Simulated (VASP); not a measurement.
# BaTiO3 (Amm2) in VASP: relaxation of shape and atoms at fixed volume with LDA

Aim: the relaxation of shape and atoms at fixed volume of BaTiO3 with LDA.

Program: VASP 6.6.1. These are calculated values, not measurements. Logs are shortened: lines on timing, memory, paths and dates and some standing lists are left out, and cuts for length are marked.

### Step 1. The cell of the first run

The structure is orthorhombic, space group Amm2 (No. 38). The conventional cell has a = 3.982 Å, b = 5.777 Å, c = 5.817 Å, α = 90.00°, β = 90.00°, γ = 90.00°. Within 3.7 Å of Ba (site symmetry mm2) lie 12 O at 2.77 to 3.04 Å and 8 Ti at 3.46 to 3.59 Å. Ti (site symmetry mm2) has 6 O at 1.86 to 2.25 Å within 2.5 Å. Within 2.5 Å of O (site symmetry m) lie 2 Ti at 1.86 to 2.25 Å. O (site symmetry mm2) has 2 Ti at 2.00 Å and 3 Ba at 2.77 to 2.89 Å and 8 O at 2.83 to 2.89 Å within 2.9 Å.

### Step 2. Relaxation of shape and atoms at fixed volume, LDA (13.38 Å³/atom)

INCAR

```
PREC = Accurate
ENCUT = 600
EDIFF = 1E-7
ISMEAR = 0
SIGMA = 0.02
LREAL = False
LASPH = True
NELM = 120
ALGO = Normal
ISIF = 4
LWAVE = False
LCHARG = False
IBRION = 2
NSW = 50
EDIFFG = -0.01
GGA_COMPAT = False
NELMIN = 4
```

KPOINTS

```
Automatic mesh
0
Gamma
  8 8 8
```

POSCAR

```
BaTiO3
1.0
    3.9820742898      0.0000000000      0.0000000000
    0.0000000000      2.8882996975      2.9086685827
    0.0000000000     -2.8882996975      2.9086685827
Ba Ti O
1 1 3
Direct
    0.0000000000      0.0080163304      0.0080163304
    0.5000000000      0.5225051574      0.5225051574
    0.5000000000      0.9745475422      0.4899174781
    0.5000000000      0.4899174781      0.9745475422
    0.0000000000      0.4849134920      0.4849134920
```

Potentials or basis: VASP PAW LDA potentials, release 64 (Ba_sv, Ti_sv, O).

Run with:

```console
$ cat potpaw_LDA.64/Ba_sv/POTCAR potpaw_LDA.64/Ti_sv/POTCAR potpaw_LDA.64/O/POTCAR > POTCAR
$ mpirun -np 1 vasp_std > vasp.out
```

OUTCAR:

```text
PREC = Accurate
   ENCUT = 600
   EDIFF = 1E-7
   ISMEAR = 0
   LREAL = False
   LASPH = True
   NELM = 120
   ISIF = 4
   IBRION = 2
   NSW = 50
   EDIFFG = -0.01
   NELMIN = 4

 ion  position               nearest neighbor table
   1  0.000  0.008  0.008-   5 2.77   4 2.81   3 2.81   3 2.81   4 2.81   5 2.89   5 2.89   4 2.92
                             3 2.92   3 2.92   4 2.92   5 3.04   2 3.46   2 3.46   2 3.51   2 3.51
   2  0.500  0.523  0.523-   3 1.86   4 1.86   5 2.00   5 2.00   3 2.25   4 2.25   1 3.46   1 3.46
                             1 3.51   1 3.51   1 3.51   1 3.51   1 3.59   1 3.59
   3  0.500  0.975  0.490-   2 1.86   2 2.25   1 2.81   1 2.81   1 2.92   1 2.92
   4  0.500  0.490  0.975-   2 1.86   2 2.25   1 2.81   1 2.81   1 2.92   1 2.92
   5  0.000  0.485  0.485-   2 2.00   2 2.00   1 2.77   1 2.89   1 2.89   1 3.04

  LATTYP: Found a base centered orthorhombic cell.
 ALAT       =     5.7765993950
 B/A-ratio  =     1.0070522063
 C/A-ratio  =     0.6893457582

  Lattice vectors:

 A1 = (   0.0000000000,   2.8882996975,  -2.9086685827)
 A2 = (   0.0000000000,   2.8882996975,   2.9086685827)
 A3 = (   3.9820742898,   0.0000000000,   0.0000000000)

Analysis of symmetry for initial positions (statically):
=====================================================================
 Subroutine PRICEL returns:
 Original cell was already a primitive cell.

 Routine SETGRP: Setting up the symmetry group for a
 base centered orthorhombic supercell.

 Subroutine GETGRP returns: Found  4 space group operations
 (whereof  4 operations were pure point group operations)
 out of a pool of  8 trial point group operations.

The static configuration has the point symmetry C_2v.

Analysis of symmetry for dynamics (positions and initial velocities):
=====================================================================
 Subroutine PRICEL returns:
 Original cell was already a primitive cell.

 Routine SETGRP: Setting up the symmetry group for a
 base centered orthorhombic supercell.

 Subroutine GETGRP returns: Found  4 space group operations
 (whereof  4 operations were pure point group operations)
 out of a pool of  8 trial point group operations.

The dynamic configuration has the point symmetry C_2v.

 Subroutine INISYM returns: Found  4 space group operations
 (whereof  4 operations are pure point group operations),
 and found     1 'primitive' translations

----------------------------------------------------------------------------------------

[... 109 lines left out ...]
   NELECT =      40.0000    total number of electrons
   NUPDOWN=      -1.0000    fix difference up-down
   EMIN   =  10.00;   EMAX   =-10.00  energy-range for DOS
   EFERMI =   0.00;   METHOD = LEGACY
   ISMEAR =     0;   SIGMA  =   0.02  broadening in eV -4-tet -1-fermi 0-gaus
   EFERMI_NEDOS =   21; number of points for ismear=-14 and -15
   IALGO  =     38    algorithm
   IMIX   =      4    mixing-type and parameters
     AMIX     =   0.40;   BMIX     =  1.00
     AMIX_MAG =   1.60;   BMIX_MAG =  1.00
  volume/ion in A,a.u.               =      13.38        90.30
  Fermi-wavevector in a.u.,A,eV,Ry     =   1.379123  2.606164 25.877998  1.901979
  Thomas-Fermi vector in A             =   2.504121
   LORBIT       =      0    0 simple, 1 ext, 2 COOP (PROOUT), +10 PAW based schemes
   GGA     = CA    functional components
   LHFCALC =     F    Hartree Fock is set to
   AEXX    =    0.0000 exact exchange contribution
   IVDW    =     0    specifies the selected vdW correction
   LEPSILON=     F    determine dielectric tensor
   LRPA    =     F    only Hartree local field effects (RPA)
 conjugate gradient relaxation of ions
 non-spin polarized calculation
 Gauss-broadening in eV      SIGMA  =   0.02
  energy-cutoff  :      600.00
  volume of cell :       66.91
 maximum number of plane-waves:      2258
 NGX is ok and might be reduce to    32
   NGX = 15   NGY = 17   NGZ = 17

--------------------------------------- Ionic step        1  -------------------------------------------

 number of electron      39.9999991 magnetization

 Free energy of the ion-electron system (eV)
  ---------------------------------------------------
  ext. energy  EPLUGINS =         0.00000000
  ---------------------------------------------------
  free energy    TOTEN  =       -44.04316032 eV

  energy without entropy =      -44.04316032  energy(sigma->0) =      -44.04316032

------------------------ aborting loop because EDIFF is reached ----------------------------------------

  FORCE on cell =-STRESS in cart. coord.  units (eV):
  Direction    XX          YY          ZZ          XY          YZ          ZX
  --------------------------------------------------------------------------------------
  -------------------------------------------------------------------------------------
  Total       -3.8630203     -3.8467256     -3.7271735      0.0000000      0.0000000      0.0000000
  in kB      -92.5042579    -92.1140629    -89.2512578      0.0000000      0.0000000      0.0000000
  external PRESSURE =     -91.2898595 kB  Pullay stress =       0.0000000 kB
[... 299 lines left out ...]
--------------------------------------- Ionic step        9  -------------------------------------------

 number of electron      39.9999992 magnetization

 Free energy of the ion-electron system (eV)
  ---------------------------------------------------
  ext. energy  EPLUGINS =         0.00000000
  ---------------------------------------------------
  free energy    TOTEN  =       -44.04776280 eV

  energy without entropy =      -44.04776280  energy(sigma->0) =      -44.04776280

 E-fermi :   3.4271     XC(G=0): -11.4923

 val. band max:        3.1887845261   @ k =   0.5000   0.5000   0.5000
 cond. band min:       5.5081575662   @ k =   0.0000   0.0000   0.0000
 fundamental gap:      2.3193730401
 Fermi energy:         3.4271273755

 k-point     1 :       0.0000    0.0000    0.0000
  band No.  band energies     occupation
      1     -52.4056      2.00000
      2     -29.1022      2.00000
      3     -29.0935      2.00000
      4     -29.0047      2.00000
      5     -21.6354      2.00000
      6     -13.2827      2.00000
[... 637 lines left out ...]
     23       7.1573      0.00000
     24       7.9310      0.00000

 [... further k-points ...]

------------------------ aborting loop because EDIFF is reached ----------------------------------------

  FORCE on cell =-STRESS in cart. coord.  units (eV):
  Direction    XX          YY          ZZ          XY          YZ          ZX
  --------------------------------------------------------------------------------------
  -------------------------------------------------------------------------------------
  Total       -3.3108177     -3.2972713     -3.3182105      0.0000000      0.0000000      0.0000000
  in kB      -79.2811601    -78.9567789    -79.4581906      0.0000000      0.0000000      0.0000000
  external PRESSURE =     -79.2320432 kB  Pullay stress =       0.0000000 kB
[... 20 lines left out ...]
  FREE ENERGIE OF THE ION-ELECTRON SYSTEM (eV)
  ---------------------------------------------------
  free  energy   TOTEN  =       -44.0477627988 eV

  energy  without entropy=      -44.0477627988  energy(sigma->0) =      -44.04776280

 reached required accuracy - stopping structural energy minimisation
```

OSZICAR:

```text
N       E                     dE             d eps       ncg     rms          rms(c)
DAV:   1     0.475619769710E+03    0.47562E+03   -0.23241E+04  5040   0.199E+03
DAV:   2    -0.136366949259E+01   -0.47698E+03   -0.46934E+03  6136   0.511E+02
DAV:   3    -0.521906009904E+02   -0.50827E+02   -0.50056E+02  7376   0.154E+02
DAV:   4    -0.543357369160E+02   -0.21451E+01   -0.21438E+01  7296   0.296E+01
[... 83 lines left out ...]
DAV:   2    -0.440477724941E+02   -0.63835E-04   -0.92681E-04  5248   0.246E-01    0.248E-02
DAV:   3    -0.440477657644E+02    0.67297E-05   -0.45753E-05  7840   0.496E-02    0.117E-02
DAV:   4    -0.440477631364E+02    0.26279E-05   -0.10401E-05  7048   0.286E-02    0.512E-03
DAV:   5    -0.440477628122E+02    0.32427E-06   -0.20187E-06  7064   0.131E-02    0.156E-03
DAV:   6    -0.440477627988E+02    0.13348E-07   -0.10719E-07  3568   0.291E-03
   9 F= -.44047763E+02 E0= -.44047763E+02  d E =-.172140E-04
```

Wall time 12 min (1 thread of AMD EPYC 9R45 (Zen 5), shared host); peak memory 0.31 GiB.

What came out:

| Property | Result |
| --- | --- |
| Free energy | -44.0478 eV |
| Energy gained by relaxing | 0.9 meV/atom |
| Ionic steps | 9 |
| Pressure after relaxing | -7.9 GPa |
| Largest force after relaxing | 0.004 eV/Å |
| Band gap on the k mesh | 2.32 eV (least direct gap 2.88 eV) |

Forces on the atoms (eV/Å):
```
Ba   0.000  0.000  0.002
Ti   0.000  0.000 -0.003
O    0.000 -0.004  0.000
O    0.000  0.004  0.000
O    0.000  0.000  0.000
```

The path:
```tsv
step	energy change (eV)	largest force (eV/Å)	pressure (GPa)	volume (Å³)
1	0.0000	0.1931	-9.13	66.91
2	-0.0033	0.0252	-8.40	66.91
3	-0.0034	0.0149	-8.28	66.91
4	-0.0042	0.0270	-8.14	66.91
5	-0.0044	0.0449	-8.01	66.91
6	-0.0044	0.0430	-8.02	66.91
7	-0.0045	0.0281	-8.00	66.91
8	-0.0046	0.0161	-7.95	66.91
9	-0.0046	0.0036	-7.92	66.91
```

Final structure:
```
CELL_PARAMETERS angstrom
3.95625 0.00000 0.00000
0.00000 2.89439 2.92149
0.00000 -2.89439 2.92149
ATOMIC_POSITIONS crystal
Ba 0.00000 0.00891 0.00891
Ti 0.50000 0.52524 0.52524
O 0.50000 0.97112 0.49060
O 0.50000 0.49060 0.97112
O 0.00000 0.48404 0.48404
```

Caveat: spin-orbit coupling is left out, which moves the levels of the heavy elements. A k mesh can miss the band edges.
